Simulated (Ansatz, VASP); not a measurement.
**KCl, level by level in two programs**

```xyz
2
Lattice="3.8134 0.0000 0.0000 0.0000 3.8134 0.0000 0.0000 0.0000 3.8134" Properties=species:S:1:pos:R:3 pbc="T T T"
K     0.0000    0.0000    0.0000
Cl    1.9067    1.9067    1.9067
```

Single points on this cell with VASP 6.6.1 and Ansatz 0.2.0. Each row is one pair of runs. Alike in all rows: spin: off; k mesh: 7 × 7 × 7; smearing: fermi-dirac, width 0.05 eV.

```csv
level,"VASP's potentials, cutoff","Ansatz's potentials, cutoff","gap on the k mesh at the Fermi level (eV), VASP","gap on the k mesh at the Fermi level (eV), Ansatz","least direct gap on the mesh (eV), VASP","least direct gap on the mesh (eV), Ansatz","pressure (GPa), VASP","pressure (GPa), Ansatz"
LDA,"VASP PAW LDA potentials, release 64 (K_sv, Cl), 520 eV","Ansatz PAW, 420 eV",4.48,4.47,4.67,4.66,-2.9,-2.9
PBEsol,"VASP PAW PBE potentials, release 64 (K_sv, Cl), 520 eV","Ansatz PAW, 420 eV",4.72,4.73,4.91,4.91,-1.1,-1.1
r2SCAN,"VASP PAW PBE potentials, release 64 (K_sv, Cl), 520 eV","Ansatz PAW, 500 eV",5.67,?,5.86,?,-0.8,?
LDA,"VASP PAW LDA potentials, release 64 (K_sv, Cl), 500 eV","Ansatz PAW, 420 eV",4.47,4.47,4.67,4.66,-2.9,-2.9
```

**Question.** Fill in what Ansatz gave in row 3.

**Answer.** gap on the k mesh at the Fermi level (eV): 5.67; least direct gap on the mesh (eV): 5.85; pressure (GPa): -0.7.

Noted on Ansatz's runs: odd divisions of the mesh miss points on the zone boundary, where band edges often lie, so the gap on the mesh can be too wide.
